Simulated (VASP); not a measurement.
# Pt (Cmcm) in VASP: further runs, part 2 of 2

VASP 6.6.1.

**3. Single point, r2SCAN (strain +0.1000 x Voigt [1, -1, 0, 0, 0, 0])**

POSCAR

```
Pt
1.0
    3.0367321774      0.0000000000      0.0000000000
   -1.5183660887      2.1517258992      0.0000000000
    0.0000000000      0.0000000000      4.7921340000
Pt
2
Direct
    0.6666666667      0.3333333333      0.7500000000
    0.3333333333      0.6666666667      0.2500000000
```

INCAR.step1

```
SYSTEM = Pt
  ALGO = Normal
  EDIFF = 1E-4
  ENCUT = 520
  GGA = PE
  ISMEAR = 0
  LASPH = .True.
  LCHARG = .False.
  LREAL = .False.
  LWAVE = .True.
  NBANDS = 17
  NELM = 60
  PREC = Accurate
  SIGMA = 0.15
```

INCAR.step2

```
SYSTEM = Pt
  ALGO = Normal
  EDIFF = 1E-6
  ENCUT = 520
  ISIF = 2
  ISMEAR = 0
  ISTART = 1
  LASPH = .True.
  LCHARG = .True.
  LELF = .True.
  LMIXTAU = .True.
  LREAL = .False.
  LVHAR = .True.
  LWAVE = .False.
  METAGGA = R2SCAN
  NBANDS = 17
  NELM = 60
  PREC = Accurate
  SIGMA = 0.15
```

KPOINTS

```
k-points
0
Gamma
  18 18 10
  0 0 0
```

Potentials or basis: VASP PAW PBE potentials, release 64 (Pt).

Started as:

```sh
$ cat potpaw_PBE.64/Pt/POTCAR > POTCAR
$ cp INCAR.step1 INCAR
$ mpirun -np 1 vasp_std > vasp.out
$ cp INCAR.step2 INCAR
$ mpirun -np 1 vasp_std > vasp.out
```

Run time: 27 min. Hardware: 1 thread of Oxide Virtual Turin-like, shared host; peak memory 0.32 GiB.

The run converged. Its results:

| Property | Result |
| --- | --- |
| Free energy | -102.6307 eV |
| Pressure | 3.1 GPa |
| Largest force | 0.113 eV/Å |
| Band gap on the k mesh | zero (bands 10 and 11 overlap by 2.17 eV) |

Forces on the atoms (eV/Å):
```
Pt   0.000  0.113  0.000
Pt   0.000 -0.113  0.000
```

Stress tensor (GPa, compression positive):
```
  0.80   0.00   0.00
  0.00  18.51   0.00
  0.00   0.00 -10.11
```

Levels at points of the mesh, in eV from the Fermi level:
| k point | band 7 | band 8 | band 9 | band 10 | band 11 | band 12 | band 13 | band 14 |
| --- | --- | --- | --- | --- | --- | --- | --- | --- |
| (0.00, 0.00, 0.00) | -1.64 | -1.57 | -1.33 | -0.54 | -0.41 | 0.02 | 4.97 | 16.07 |
| (0.50, 0.00, 0.00) | -2.21 | -0.44 | -0.24 | 0.21 | 2.59 | 4.02 | 7.33 | 8.77 |
| (0.00, 0.50, 0.00) | -1.89 | -0.44 | 1.25 | 1.43 | 3.51 | 5.63 | 9.27 | 9.96 |
| (0.00, 0.00, 0.50) | -1.80 | -1.80 | -1.00 | -1.00 | -0.36 | -0.36 | 12.61 | 12.61 |
| (0.50, 0.00, 0.50) | -1.00 | -1.00 | -0.14 | -0.14 | 1.75 | 1.75 | 6.50 | 6.50 |
| (0.00, 0.50, 0.50) | -0.50 | -0.50 | 1.34 | 1.34 | 3.24 | 3.24 | 9.19 | 9.19 |

Caveat: the cell differs from its parent crystal (strain +0.1000 x Voigt [1, -1, 0, 0, 0, 0]); the stress differs along the axes, from -10 to 19 GPa; the PAW data sets were made with another functional, which shifts forces and pressure a little; spin-orbit coupling is left out, which moves the levels of the heavy elements.

**4. Single point, r2SCAN (strain -0.0750 x Voigt [1, -1, 0, 0, 0, 0])**

POSCAR

```
Pt
1.0
    2.5536156946      0.0000000000      0.0000000000
   -1.2768078473      2.5701170462      0.0000000000
    0.0000000000      0.0000000000      4.7921340000
Pt
2
Direct
    0.6666666667      0.3333333333      0.7500000000
    0.3333333333      0.6666666667      0.2500000000
```

INCAR.step1

```
SYSTEM = Pt
  PREC = Accurate
  ENCUT = 520
  ISMEAR = 0
  SIGMA = 0.15
  LREAL = .False.
  LASPH = .True.
  NELM = 100
  NBANDS = 17
  GGA = PE
  ALGO = Normal
  EDIFF = 1E-4
  LWAVE = .True.
  LCHARG = .False.
```

INCAR.step2

```
SYSTEM = Pt
  PREC = Accurate
  ENCUT = 520
  EDIFF = 1E-6
  ISMEAR = 0
  SIGMA = 0.15
  LREAL = .False.
  LASPH = .True.
  NELM = 100
  ALGO = Normal
  ISIF = 2
  LWAVE = .False.
  LCHARG = .False.
  METAGGA = R2SCAN
  LMIXTAU = .True.
  NBANDS = 17
  ISTART = 1
```

KPOINTS

```
Automatic mesh
0
Gamma
  18 18 10
  0 0 0
```

Started as:

```sh
$ cat potpaw_PBE.64/Pt/POTCAR > POTCAR
$ cp INCAR.step1 INCAR
$ mpirun -np 1 vasp_std > vasp.out
$ cp INCAR.step2 INCAR
$ mpirun -np 1 vasp_std > vasp.out
```

It took 34 min on 1 thread of Oxide Virtual Turin-like, shared host; peak memory 0.31 GiB.

It converged, with:

| Item | Value |
| --- | --- |
| Free energy | -102.6024 eV |
| Pressure | 1.3 GPa |
| Largest force | 0.015 eV/Å |
| Band gap on the k mesh | zero (bands 10 and 11 overlap by 1.50 eV) |

Forces on the atoms (eV/Å):
```
Pt   0.000 -0.015  0.000
Pt   0.000  0.015  0.000
```

Stress tensor (GPa, compression positive):
```
 25.70   0.00   0.00
  0.00 -14.68   0.00
  0.00   0.00  -7.06
```

Levels at points of the mesh, in eV from the Fermi level:
| k point | band 8 | band 9 | band 10 | band 11 | band 12 | band 13 |
| --- | --- | --- | --- | --- | --- | --- |
| (0.00, 0.00, 0.00) | -1.84 | -1.46 | -0.55 | -0.54 | 0.10 | 4.91 |
| (0.50, 0.00, 0.00) | -0.20 | 0.16 | 0.36 | 3.13 | 4.92 | 8.73 |
| (0.00, 0.50, 0.00) | 0.21 | 0.36 | 0.42 | 1.85 | 3.10 | 6.53 |
| (0.00, 0.00, 0.50) | -2.22 | -1.13 | -1.13 | -0.41 | -0.41 | 12.56 |
| (0.50, 0.00, 0.50) | -0.79 | 0.46 | 0.46 | 2.46 | 2.46 | 8.04 |
| (0.00, 0.50, 0.50) | -1.11 | 0.35 | 0.35 | 1.28 | 1.28 | 5.45 |

Caveat: the cell differs from its parent crystal (strain -0.0750 x Voigt [1, -1, 0, 0, 0, 0]); the stress differs along the axes, from -15 to 26 GPa; the PAW data sets were made with another functional, which shifts forces and pressure a little; spin-orbit coupling is left out, which moves the levels of the heavy elements.

**5. Single point, r2SCAN (strain -0.0500 x Voigt [1, -1, 0, 0, 0, 0])**

POSCAR

```
Pt
1.0
    2.6226323350      0.0000000000      0.0000000000
   -1.3113161675      2.5103468823      0.0000000000
    0.0000000000      0.0000000000      4.7921340000
Pt
2
Direct
    0.6666666667      0.3333333333      0.7500000000
    0.3333333333      0.6666666667      0.2500000000
```

Edit INCAR.step1 of step 4 so:

```diff
@@ -7,3 +7,3 @@
   LASPH = .True.
-  NELM = 100
+  NELM = 80
   NBANDS = 17
```

Edit INCAR.step2 of step 4 so:

```diff
@@ -3,3 +3,3 @@
   ENCUT = 520
-  EDIFF = 1E-6
+  EDIFF = 1E-7
   ISMEAR = 0
@@ -8,3 +8,3 @@
   LASPH = .True.
-  NELM = 100
+  NELM = 80
   ALGO = Normal
```

KPOINTS is that of step 4.

Started as:

```sh
$ cat potpaw_PBE.64/Pt/POTCAR > POTCAR
$ cp INCAR.step1 INCAR
$ mpirun -np 1 vasp_std > vasp.out
$ cp INCAR.step2 INCAR
$ mpirun -np 1 vasp_std > vasp.out
```

Wall time 35 min (1 thread of Oxide Virtual Turin-like, shared host); peak memory 0.32 GiB.

The run converged. Its results:

```
Free energy            : -102.7650 eV
Pressure               : -2.8 GPa
Largest force          : 0.016 eV/Å
Band gap on the k mesh : zero (bands 10 and 11 overlap by 1.44 eV)
```

Forces on the atoms (eV/Å):
```
Pt   0.000 -0.016  0.000
Pt   0.000  0.016  0.000
```

Stress tensor (GPa, compression positive):
```
 11.62   0.00   0.00
  0.00 -13.72   0.00
  0.00   0.00  -6.19
```

Levels at points of the mesh, in eV from the Fermi level:
```
           k point  band 6  band 7  band 8  band 9  band 10  band 11  band 12  band 13  band 14  band 15
(0.00, 0.00, 0.00)   -2.60   -2.28   -2.11   -1.64    -0.52    -0.44    -0.05     4.93    15.86    16.58
(0.50, 0.00, 0.00)   -2.69   -2.40   -0.15    0.28     0.47     2.83     4.51     8.30     9.65    10.64
(0.00, 0.50, 0.00)   -2.80   -2.62    0.19    0.21     0.40     2.05     3.37     6.88     8.66     9.32
(0.00, 0.00, 0.50)   -4.02   -2.66   -2.66   -1.04    -1.04    -0.59    -0.59    12.56    12.56    16.24
(0.50, 0.00, 0.50)   -2.07   -0.76   -0.76    0.47     0.47     2.23     2.23     7.53     7.53    15.21
(0.00, 0.50, 0.50)   -1.41   -1.00   -1.00    0.32     0.32     1.45     1.45     5.88     5.88    14.32
```

Caveat: the cell differs from its parent crystal (strain -0.0500 x Voigt [1, -1, 0, 0, 0, 0]); the stress differs along the axes, from -14 to 12 GPa; the PAW data sets were made with another functional, which shifts forces and pressure a little; spin-orbit coupling is left out, which moves the levels of the heavy elements.

**6. The runs side by side**

| cell | gap on the mesh (eV) | pressure (GPa) | largest force (eV/Å) |
| --- | --- | --- | --- |
| a = 2.485, b = 2.909, c = 4.792 Å, angles 90.0, 90.0, 115.3°, 2 atoms | none | 7.4 | 0.03 |
| a = 3.037, b = 2.634, c = 4.792 Å, angles 90.0, 90.0, 125.2°, 2 atoms | none | 3.1 | 0.11 |
| a = 2.554, b = 2.870, c = 4.792 Å, angles 90.0, 90.0, 116.4°, 2 atoms | none | 1.3 | 0.02 |
| a = 2.623, b = 2.832, c = 4.792 Å, angles 90.0, 90.0, 117.6°, 2 atoms | none | -2.8 | 0.02 |

Alike in all rows: task single point; level r2SCAN; potentials or basis VASP PAW PBE potentials, release 64 (Pt); no spin polarisation; k mesh 18 × 18 × 10; cutoff (eV) 520; smearing gaussian 0.15 eV.

Caveats: the PAW data sets were made with another functional, which shifts forces and pressure a little; spin-orbit coupling is left out, which moves the levels of the heavy elements; the stress differs along the axes, from -15 to 44 GPa (at least some runs); the stress differs along the axes, from -10 to 19 GPa (at least some runs); the stress differs along the axes, from -15 to 26 GPa (at least some runs); the stress differs along the axes, from -14 to 12 GPa (at least some runs).

Total energies depend on the potentials used, so only differences within one code and one set of settings carry meaning.
